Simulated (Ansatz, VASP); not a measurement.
# Ir: VASP beside Ansatz

```
CELL_PARAMETERS angstrom
4.33374 0.00000 0.00000
-2.16687 3.75313 0.00000
0.00000 0.00000 2.66988
ATOMIC_POSITIONS crystal
Ir 0.00000 0.00000 0.00000
Ir 0.33333 0.66667 0.50000
Ir 0.66667 0.33333 0.50000
```

Alike in both runs: task relaxation of cell and atoms; functional PBEsol; k mesh 12 × 12 × 16; occupations gaussian, width 0.1 eV; no spin polarisation.

|  | VASP | Ansatz |
| --- | --- | --- |
| version | VASP 6.6.1 | Ansatz 0.2.0 |
| potentials or method | VASP PAW PBE potentials, release 64 (Ir), cutoff 600 eV | scalar-relativistic, plane waves, PAW |
| valence electrons in the cell | 27 | 51 |

Ansatz gave:

| Item | Value |
| --- | --- |
| gap on the k mesh at the Fermi level, each at its own relaxed structure (eV) | none |
| relaxed volume (Å³/atom) | 14.48 |
| relaxed length of the cell vector where the two differ most in proportion (Å) | 4.336 |

Question: Which values does VASP return?

Answer: gap on the k mesh at the Fermi level, each at its own relaxed structure (eV): none; relaxed volume (Å³/atom): 14.52; relaxed length of the cell vector where the two differ most in proportion (Å): 4.340.

VASP's potentials were made for PBE, not for PBEsol. A gap of «none» marks a metal or a gap that the smearing closes. VASP's potentials hold 27 valence electrons a cell and Ansatz's 51, so a difference there can come from the potentials and not from the codes.

Neither program's run includes spin-orbit coupling.
